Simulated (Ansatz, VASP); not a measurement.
ScB2N3 in VASP and in Ansatz

```xyz
6
Lattice="2.7450 0.0000 0.0000 -1.3725 2.3772 0.0000 0.0000 0.0000 6.7753" Properties=species:S:1:pos:R:3 pbc="T T T"
Sc    0.0000    0.0000    0.0000
B     0.0000    1.5848    4.4683
B     1.3725    0.7924    2.3070
N     0.0000    1.5848    1.4452
N     0.0000    0.0000    3.3877
N     1.3725    0.7924    5.3301
```

Change from the starting cell: species swapped into the NaNi2O3 type (P-3m1, No. 164).

Alike in both runs: functional PBE; k mesh 6 × 6 × 2; occupations gaussian, width 0.1 eV; no spin polarisation.

Ansatz relaxed the structure, and its values are those at the end. VASP's run is a single point on that final structure, the one shown.

|  | VASP | Ansatz |
| --- | --- | --- |
| version | VASP 6.6.1 | Ansatz 0.2.0 |
| potentials or method | VASP PAW PBE potentials, release 64 (Sc_sv, B_h, N_h), cutoff 910 eV | scalar-relativistic, plane waves, PAW |
| valence electrons in the cell | 32 | 32 |

```csv
,VASP,Ansatz,Ansatz less VASP
gap on the k mesh at the Fermi level (eV),none,none,-
rms of the force components (eV/Å),0.034,0.001,-0.0334
```

A gap of «none» marks a metal or a gap that the smearing closes. With one functional, cell and mesh, what is left measures potentials, basis and numerics.

The k mesh is coarse, so the values compare programs but aren't converged. Noted on VASP's run: the cutoff is short for stress, so the pressure is rough.
